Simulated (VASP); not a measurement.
**TiO2 (Rutile): relaxation of cell and atoms with PBEsol**

TiO2 (Rutile):

```xyz
6
Lattice="4.5922 0.0000 0.0000 0.0000 4.5922 0.0000 0.0000 0.0000 2.9574" Properties=species:S:1:pos:R:3 pbc="T T T"
Ti    0.0000    0.0000    0.0000
Ti    2.2961    2.2961    1.4787
O     1.4004    1.4004    0.0000
O     0.8957    3.6965    1.4787
O     3.1918    3.1918    0.0000
O     3.6965    0.8957    1.4787
```

| Quantity | Value |
| --- | --- |
| Program | VASP 6.6.1 |
| Task | relaxation of cell and atoms |
| Functional | PBEsol |
| Potentials or basis | VASP PAW PBE potentials, release 64 (Ti_sv, O) |
| Cutoff | 600 eV |
| k mesh | 6 × 6 × 8 |
| Occupations | gaussian, width 0.01 eV |
| Spin | no spin polarisation |
| Target pressure | 10 GPa |
| Dipole correction | no |
| Further INCAR settings | ALGO = Normal; EDIFF = 1e-06; IBRION = 2; EDIFFG = -0.03; NSW = 100; ISIF = 3 |

| Quantity | Value |
| --- | --- |
| Relaxed volume | 9.93 Å³/atom |
| Relaxed cell | a = 4.518 Å, b = 4.518 Å, c = 2.917 Å, α = 90.00°, β = 90.00°, γ = 90.00° |
| Space group after relaxing (to 0.05 Å) | P4_2/mnm (No. 136) |
| Energy change on relaxing (the enthalpy is what falls) | +12.1 meV/atom |
| Ionic steps | 5 |
| Pressure after relaxing | 10.1 GPa |
| Largest force after relaxing | 0.004 eV/Å |
| Band gap on the k mesh | 1.87 eV, direct |

Forces on the atoms (eV/Å):
```
Ti   0.000  0.000  0.000
Ti   0.000  0.000  0.000
O    0.003  0.003  0.000
O   -0.003  0.003  0.000
O   -0.003 -0.003  0.000
O    0.003 -0.003  0.000
```

Stress tensor (GPa, compression positive):
```
10.08  0.00  0.00
 0.00 10.08  0.00
 0.00  0.00 10.21
```

Step by step:
```
step  energy change (eV)  largest force (eV/Å)  pressure (GPa)  volume (Å³)
   1              0.0000                0.0539           -1.25        62.37
   2              0.5358                0.6278           31.19        56.01
   3              0.0647                0.2587            9.82        59.79
   4              0.0679                0.2633           10.02        59.74
   5              0.0726                0.0038           10.12        59.55
```

Final structure:
```yaml
crystal:
  lattice:
    - [4.51839, 0.00000, 0.00000]
    - [0.00000, 4.51839, 0.00000]
    - [0.00000, 0.00000, 2.91699]
  atoms:
    - { symbol: Ti, position: [0.00000, 0.00000, 0.00000] }
    - { symbol: Ti, position: [0.50000, 0.50000, 0.50000] }
    - { symbol: O, position: [0.30305, 0.30305, 0.00000] }
    - { symbol: O, position: [0.19695, 0.80305, 0.50000] }
    - { symbol: O, position: [0.69695, 0.69695, 0.00000] }
    - { symbol: O, position: [0.80305, 0.19695, 0.50000] }
```

Levels at points of the mesh, in eV from the valence-band top:
| k point | band 20 | band 21 | band 22 | band 23 | band 24 | band 25 | band 26 | band 27 | band 28 |
| --- | --- | --- | --- | --- | --- | --- | --- | --- | --- |
| (0.00, 0.00, 0.00) | -2.10 | -0.74 | -0.49 | -0.49 | 0.00 | 1.87 | 2.15 | 2.44 | 2.57 |
| (0.50, 0.00, 0.00) | -3.25 | -1.77 | -1.77 | -0.81 | -0.81 | 2.59 | 2.59 | 3.18 | 3.18 |
| (0.50, 0.50, 0.00) | -2.39 | -1.38 | -1.38 | -1.14 | -1.14 | 1.91 | 1.91 | 2.60 | 2.60 |
| (0.00, 0.00, 0.50) | -2.88 | -2.67 | -2.67 | -1.49 | -1.49 | 3.14 | 3.14 | 3.32 | 3.32 |
| (0.50, 0.00, 0.50) | -2.49 | -2.18 | -2.18 | -1.15 | -1.15 | 1.92 | 1.92 | 3.35 | 3.35 |
| (0.50, 0.50, 0.50) | -2.84 | -1.45 | -1.45 | -0.69 | -0.69 | 2.70 | 2.70 | 3.30 | 3.30 |

Wall time 5.2 min on 1 thread of Intel Xeon 6975P-C (shared host), peak memory 0.25 GiB.

Caveat: the cell is relaxed towards a set pressure, so the enthalpy falls and the energy may rise; the PAW data sets were made with another functional, which shifts forces and pressure a little. A k mesh can miss the band edges.
